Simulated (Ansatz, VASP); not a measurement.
# Two plane-wave programs on Re

Contents of INCAR:

```
PREC = Accurate
ENCUT = 520
EDIFF = 1E-7
ISMEAR = 0
SIGMA = 0.15
LREAL = False
LASPH = True
NELM = 100
ALGO = Normal
ISIF = 2
LWAVE = False
LCHARG = False
GGA = PE
NBANDS = 10
```

KPOINTS

```
Automatic mesh
0
Gamma
  10 10 10
```

POSCAR

```
Re
1.0
    0.0000000000      1.9141331043      2.0151993323
    1.9141331043      0.0000000000      2.0151993323
    1.9141331043      1.9141331043      0.0000000000
Re
1
Direct
    0.0000000000      0.0000000000      0.0000000000
```

Input for Ansatz:

```yaml
crystal:
  lattice:
    - [0.0, 1.9141331043, 2.0151993323]
    - [1.9141331043, 0.0, 2.0151993323]
    - [1.9141331043, 1.9141331043, 0.0]
  atoms:
    - { symbol: Re, position: [0.0, 0.0, 0.0] }
basis:
  ecutwfc: 420
kpoints:
  mp_grid: { grid: [10, 10, 10] }
hamiltonian:
  xc: pbe
scf:
  occupations: { method: gaussian, width: 0.15 }
output:
  forces: true
  stress: true
  eigenvalues: true
```

Alike in both runs: task single point; functional PBE; k mesh 10 × 10 × 10; occupations gaussian, width 0.15 eV; no spin polarisation.

```csv
,VASP,Ansatz
version,VASP 6.6.1,Ansatz 0.2.0
potentials or method,"VASP PAW PBE potentials, release 64 (Re), cutoff 520 eV","scalar-relativistic, plane waves, PAW"
valence electrons in the cell,7,15
```

```csv
,VASP,Ansatz,Ansatz less VASP
gap on the k mesh at the Fermi level (eV),none,none,-
pressure (GPa),5.7,6.1,+0.44
"traceless stress, the component that is largest in VASP (GPa)",-10.75,-10.87,-0.122
```

A gap of «none» marks a metal or a gap that the smearing closes. VASP's potentials hold 7 valence electrons a cell and Ansatz's 15, so a difference there can come from the potentials and not from the codes.

Spin-orbit coupling is off throughout.
